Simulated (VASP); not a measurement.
# Zr (P6_3/mmc) in VASP: further runs, part 2 of 2

VASP 6.6.1. Earlier steps stand in the parts before.

## Step 4: Single point, PBE

The input, INCAR:

```
SYSTEM = Zr
PREC = Accurate
ENCUT = 520
EDIFF = 1E-6
ISMEAR = 0
SIGMA = 0.014
LREAL = .False.
LASPH = .True.
NELM = 60
ALGO = Fast
ISIF = 2
LWAVE = .False.
LCHARG = .False.
GGA = PE
NBANDS = 19
```

The input, KPOINTS:

```
Automatic mesh
0
Gamma
  9 9 5
  0 0 0
```

The input, POSCAR:

```
Zr
1.0
    3.2320000000      0.0000000000      0.0000000000
   -1.6160000000      2.7989941050      0.0000000000
    0.0000000000      0.0000000000      5.1470000000
Zr
2
Direct
    0.6666666667      0.3333333333      0.7500000000
    0.3333333333      0.6666666667      0.2500000000
```

Potentials or basis: VASP PAW PBE potentials, release 64 (Zr_sv).

Run with:

```
$ cat potpaw_PBE.64/Zr_sv/POTCAR > POTCAR
$ mpirun -np 1 vasp_std > vasp.out
```

OUTCAR:

```text
SYSTEM = Zr
   PREC = Accurate
   ENCUT = 520
   EDIFF = 1E-6
   ISMEAR = 0
   LREAL = .False.
   LASPH = .True.
   NELM = 60
   ISIF = 2
   GGA = PE

 ion  position               nearest neighbor table
   1  0.667  0.333  0.750-   2 3.18   2 3.18   2 3.18   2 3.18   2 3.18   2 3.18
   2  0.333  0.667  0.250-   1 3.18   1 3.18   1 3.18   1 3.18   1 3.18   1 3.18

  LATTYP: Found a hexagonal cell.
 ALAT       =     3.2320000000
 C/A-ratio  =     1.5925123762

  Lattice vectors:

 A1 = (   3.2320000000,   0.0000000000,   0.0000000000)
 A2 = (  -1.6160000000,   2.7989941050,   0.0000000000)
 A3 = (   0.0000000000,   0.0000000000,   5.1470000000)

Analysis of symmetry for initial positions (statically):
=====================================================================
 Subroutine PRICEL returns:
 Original cell was already a primitive cell.

 Routine SETGRP: Setting up the symmetry group for a
 hexagonal supercell.

 Subroutine GETGRP returns: Found 24 space group operations
 (whereof 12 operations were pure point group operations)
 out of a pool of 24 trial point group operations.

The static configuration has the point symmetry D_3d.
 The point group associated with its full space group is D_6h.

Analysis of symmetry for dynamics (positions and initial velocities):
=====================================================================
 Subroutine PRICEL returns:
 Original cell was already a primitive cell.

 Routine SETGRP: Setting up the symmetry group for a
 hexagonal supercell.

 Subroutine GETGRP returns: Found 24 space group operations
 (whereof 12 operations were pure point group operations)
 out of a pool of 24 trial point group operations.

The dynamic configuration has the point symmetry D_3d.
 The point group associated with its full space group is D_6h.

 Subroutine INISYM returns: Found 24 space group operations
 (whereof 12 operations are pure point group operations),
 and found     1 'primitive' translations

----------------------------------------------------------------------------------------

                                     Primitive cell

  volume of cell :      46.5616

  direct lattice vectors                    reciprocal lattice vectors
     3.232000000  0.000000000  0.000000000     0.309405941  0.178635603  0.000000000
    -1.616000000  2.798994105  0.000000000     0.000000000  0.357271206  0.000000000
     0.000000000  0.000000000  5.147000000     0.000000000  0.000000000  0.194287935

  length of vectors
     3.232000000  3.232000000  5.147000000     0.357271206  0.357271206  0.194287935

  position of ions in fractional coordinates (direct lattice)
     0.666666667  0.333333333  0.750000000
     0.333333333  0.666666667  0.250000000

  ion indices of the primitive-cell ions
   primitive index   ion index
                 1           1
                 2           2

----------------------------------------------------------------------------------------

 KPOINTS: Automatic mesh

Automatic generation of k-mesh.
 Grid dimensions read from file:
 generate k-points for:    9    9    5

 Generating k-lattice:

  Cartesian coordinates                     Fractional coordinates (reciprocal lattice)
     0.034378438  0.019848400  0.000000000     0.111111111  0.000000000  0.000000000
     0.000000000  0.039696801  0.000000000     0.000000000  0.111111111  0.000000000
     0.000000000  0.000000000  0.038857587     0.000000000  0.000000000  0.200000000

  Length of vectors
     0.039696801  0.039696801  0.038857587

  Shift w.r.t. Gamma in fractional coordinates (k-lattice)
     0.000000000  0.000000000  0.000000000

 Subroutine IBZKPT returns following result:
 ===========================================

 Found     36 irreducible k-points:

 Following reciprocal coordinates:
            Coordinates               Weight
  0.000000  0.000000  0.000000      1.000000
  0.111111  0.000000  0.000000      6.000000
  0.222222  0.000000  0.000000      6.000000
  0.333333  0.000000  0.000000      6.000000
  0.444444  0.000000  0.000000      6.000000
  0.111111  0.111111  0.000000      6.000000
[... 16 lines left out ...]
  0.333333  0.222222  0.200000     24.000000
  0.333333  0.333333  0.200000      4.000000
 [... further k-points ...]
   k-points           NKPTS =     36   k-points in BZ     NKDIM =     36   number of bands    NBANDS=     19
   number of dos      NEDOS =    301   number of ions     NIONS =      2
   total plane-waves  NPLWV =  23040
   dimension x,y,z NGX =    24 NGY =   24 NGZ =   40
   dimension x,y,z NGXF=    48 NGYF=   48 NGZF=   80
   ions per type =               2
   NGX,Y,Z   is equivalent  to a cutoff of  12.34, 12.34, 12.92 a.u.
   NGXF,Y,Z  is equivalent  to a cutoff of  24.69, 24.69, 25.84 a.u.
 SYSTEM =  Zr
   PREC   = accura    normal or accurate (medium, high low for compatibility)
   ISTART =      0    job   : 0-new  1-cont  2-samecut
   ICHARG =      2    charge: 1-file 2-atom 10-const
   ISPIN  =      1    spin polarized calculation?
   LNONCOLLINEAR =      F non collinear calculations
   LSORBIT =      F    spin-orbit coupling
   LASPH  =      T    aspherical Exc in radial PAW
   ENCUT  =  520.0 eV  38.22 Ry    6.18 a.u.   6.01  6.01  9.57*2*pi/ulx,y,z
   NELM   =     60;   NELMIN=  2; NELMDL= -5     # of ELM steps
   EDIFF  = 0.1E-05   stopping-criterion for ELM
   LREAL  =      F    real-space projection
   EDIFFG = 0.1E-04   stopping-criterion for IOM
   NSW    =      0    number of steps for IOM
   IBRION =     -1    ionic relax: 0-MD 1-quasi-New 2-CG
   NFREE  =      0    steps in history (QN), initial steepest desc. (CG)
   ISIF   =      2    stress and relaxation
   ISYM   =      2    0-nonsym 1-usesym 2-fastsym
   POTIM  = 0.5000    time-step for ionic-motion
   TEBEG  =    0.0;   TEEND  =   0.0 temperature during run
   PSTRESS=    0.0 pullay stress
   NELECT =      24.0000    total number of electrons
   NUPDOWN=      -1.0000    fix difference up-down
   EMIN   =  10.00;   EMAX   =-10.00  energy-range for DOS
   EFERMI =   0.00;   METHOD = LEGACY
   ISMEAR =     0;   SIGMA  =   0.01  broadening in eV -4-tet -1-fermi 0-gaus
   EFERMI_NEDOS =   21; number of points for ismear=-14 and -15
   IALGO  =     68    algorithm
   IMIX   =      4    mixing-type and parameters
     AMIX     =   0.40;   BMIX     =  1.00
     AMIX_MAG =   1.60;   BMIX_MAG =  1.00
  volume/ion in A,a.u.               =      23.28       157.11
  Fermi-wavevector in a.u.,A,eV,Ry     =   1.312611  2.480475 23.442130  1.722948
  Thomas-Fermi vector in A             =   2.442991
   LORBIT       =      0    0 simple, 1 ext, 2 COOP (PROOUT), +10 PAW based schemes
   GGA     = PE    functional components
   LHFCALC =     F    Hartree Fock is set to
   AEXX    =    0.0000 exact exchange contribution
   IVDW    =     0    specifies the selected vdW correction
   LEPSILON=     F    determine dielectric tensor
   LRPA    =     F    only Hartree local field effects (RPA)
 non-spin polarized calculation
 RMM-DIIS sequential band-by-band and
 Gauss-broadening in eV      SIGMA  =   0.01
  energy-cutoff  :      520.00
  volume of cell :       46.56
 maximum number of plane-waves:      1284
   NGX = 13   NGY = 13   NGZ = 19

 number of electron      24.0000000 magnetization

 Free energy of the ion-electron system (eV)
  ---------------------------------------------------
  ext. energy  EPLUGINS =         0.00000000
  ---------------------------------------------------
  free energy    TOTEN  =       -17.04416890 eV

  energy without entropy =      -17.04370765  energy(sigma->0) =      -17.04393828

 E-fermi :   9.0333     XC(G=0): -11.0828

 val. band max:        9.0304797112   @ k =   0.1111   0.0000   0.4000
 cond. band min:       9.0360777083   @ k =   0.2222   0.2222   0.4000
 fundamental gap:      0.0055979971
 Fermi energy:         9.0333427205

 k-point     1 :       0.0000    0.0000    0.0000
  band No.  band energies     occupation
      1     -39.8504      2.00000
      2     -39.6960      2.00000
      3     -18.3733      2.00000
      4     -17.5032      2.00000
      5     -17.5032      2.00000
      6     -17.3672      2.00000
[... 11 lines left out ...]
     18      11.1271      0.00000
     19      13.4222      0.00000
[... 485 lines left out ...]
 k-point    24 :       0.3333    0.3333    0.2000
  band No.  band energies     occupation
      1     -39.6789      2.00000
      2     -39.6789      2.00000
      3     -18.0342      2.00000
      4     -18.0267      2.00000
      5     -18.0267      2.00000
      6     -17.7743      2.00000
[... 11 lines left out ...]
     18      13.3875      0.00000
     19      15.7066      0.00000

 [... further k-points ...]

------------------------ aborting loop because EDIFF is reached ----------------------------------------

  FORCE on cell =-STRESS in cart. coord.  units (eV):
  Direction    XX          YY          ZZ          XY          YZ          ZX
  --------------------------------------------------------------------------------------
  -------------------------------------------------------------------------------------
  Total        0.0623663      0.0623663      0.3892630      0.0000000      0.0000000      0.0000000
  in kB        2.1460155      2.1460155     13.3944896      0.0000000      0.0000000      0.0000000
  external PRESSURE =       5.8955069 kB  Pullay stress =       0.0000000 kB

 VOLUME and BASIS-vectors are now :
 -----------------------------------------------------------------------------
  energy-cutoff  :      520.00
  volume of cell :       46.56
      direct lattice vectors                 reciprocal lattice vectors
     3.232000000  0.000000000  0.000000000     0.309405941  0.178635603  0.000000000
    -1.616000000  2.798994105  0.000000000     0.000000000  0.357271206  0.000000000
     0.000000000  0.000000000  5.147000000     0.000000000  0.000000000  0.194287935

 POSITION                                       TOTAL-FORCE (eV/Angst)
 -----------------------------------------------------------------------------------
      1.61600      0.93300      3.86025         0.000000      0.000000      0.000000
     -0.00000      1.86600      1.28675        -0.000000      0.000000      0.000000
 -----------------------------------------------------------------------------------
    total drift:                               -0.000000      0.000000     -0.000000

  FREE ENERGIE OF THE ION-ELECTRON SYSTEM (eV)
  ---------------------------------------------------
  free  energy   TOTEN  =       -17.0441689048 eV

  energy  without entropy=      -17.0437076530  energy(sigma->0) =      -17.04393828
```

Run time: 64 s. Hardware: 1 thread of Intel Xeon 8259CL, shared host; peak memory 0.17 GiB.

Results:

```
Free energy            : -17.0442 eV
Pressure               : 0.6 GPa
Band gap on the k mesh : zero (band 12 reaches 9.85 eV, above the bottom of band 13 at 8.74 eV)
```

Levels at points of the mesh, in eV from the Fermi level:
```csv
k point,band 8,band 9,band 10,band 11,band 12,band 13,band 14,band 15,band 16,band 17
"(0.00, 0.00, 0.00)",-26.40,-5.70,-3.07,0.82,0.82,0.97,1.13,1.51,1.51,2.09
```

## Step 5: Overview

```tsv
smearing	gap on the mesh (eV)	pressure (GPa)
gaussian 0.026 eV	none	0.6
gaussian 0.018 eV	none	0.6
gaussian 0.014 eV	none	0.6
```

Alike in all rows: task single point; level PBE; potentials or basis VASP PAW PBE potentials, release 64 (Zr_sv); no spin polarisation; cell as given; k mesh 9 × 9 × 5; cutoff (eV) 520.

Every run on the cell as given and a fine mesh finds a metal.

Absolute energies hang on the potentials; compare differences alone.
